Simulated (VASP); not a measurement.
## AgO3: relaxation of cell and atoms with PBE

The system is AgO3.

```
Ag O
1.0
     4.97490    0.00000    0.00000
    -2.48745    4.30839    0.00000
     0.00000    0.00000    3.99312
Ag O
2 6
Direct
  0.33333 0.66667 0.25000
  0.66667 0.33333 0.75000
  0.83300 0.66600 0.25000
  0.16700 0.83300 0.75000
  0.33400 0.16700 0.25000
  0.16700 0.33400 0.75000
  0.83300 0.16700 0.25000
  0.66600 0.83300 0.75000
```

* Program: VASP 6.6.1
* Task: relaxation of cell and atoms
* Functional: PBE
* Potentials or basis: VASP PAW PBE potentials, release 64 (Ag, O)
* Cutoff: 600 eV
* k mesh: 6 × 6 × 4
* Occupations: gaussian, width 0.1 eV
* Spin: no spin polarisation
* Dipole correction: no
* Further INCAR settings: ALGO = Normal; EDIFF = 1e-07; IBRION = 2; EDIFFG = -0.04; NSW = 90; ISIF = 3

```yaml
Relaxed_volume: 11.48 Å³/atom
Relaxed_cell: a = 4.553 Å, b = 4.553 Å, c = 5.115 Å, α = 90.00°, β = 90.00°, γ = 120.00°
Space_group_after_relaxing_to_0.1_Å: P6_3/mmc (No. 194)
Pressure_after_relaxing: -0.3 GPa
Largest_force_after_relaxing: 0.031 eV/Å
Band_gap_on_the_k_mesh: zero (bands 29 and 30 overlap by 0.68 eV)
```

Forces on the atoms (eV/Å):
```
Ag   0.000  0.000  0.000
Ag   0.000  0.000  0.000
O    0.000  0.031  0.000
O   -0.027  0.015  0.000
O   -0.027 -0.015  0.000
O    0.000 -0.031  0.000
O    0.027 -0.015  0.000
O    0.027  0.015  0.000
```

Stress tensor (GPa, compression positive):
```
-0.38  0.00  0.00
 0.00 -0.38  0.00
 0.00  0.00 -0.13
```

Final structure:
```yaml
crystal:
  lattice:
    - [4.55261, 0.00000, 0.00000]
    - [-2.27630, 3.94267, 0.00000]
    - [0.00000, 0.00000, 5.11539]
  atoms:
    - { symbol: Ag, position: [0.33333, 0.66667, 0.25000] }
    - { symbol: Ag, position: [0.66667, 0.33333, 0.75000] }
    - { symbol: O, position: [0.80003, 0.60007, 0.25000] }
    - { symbol: O, position: [0.19997, 0.80003, 0.75000] }
    - { symbol: O, position: [0.39993, 0.19997, 0.25000] }
    - { symbol: O, position: [0.19997, 0.39993, 0.75000] }
    - { symbol: O, position: [0.80003, 0.19997, 0.25000] }
    - { symbol: O, position: [0.60007, 0.80003, 0.75000] }
```

Levels at points of the mesh, in eV from the Fermi level:
```csv
k point,band 27,band 28,band 29,band 30,band 31,band 32
"(0.00, 0.00, 0.00)",-0.52,-0.52,-0.22,0.04,1.35,1.35
"(0.50, 0.00, 0.00)",-0.73,-0.72,-0.65,-0.39,0.24,0.36
"(0.00, 0.00, 0.50)",-1.19,-1.19,-0.09,-0.09,1.36,1.36
"(0.50, 0.00, 0.50)",-0.98,-0.98,0.01,0.01,0.38,0.38
```

Wall time 49 min on 1 thread of Oxide Virtual Turin-like Processor (shared host), peak memory 0.23 GiB.

Caveat: the k points lie up to 0.31 Å⁻¹ apart in the final cell, too coarse for converged energies and pressures of a metal; a cell axis changed by over 15 % at a fixed basis, so the end point is rough.
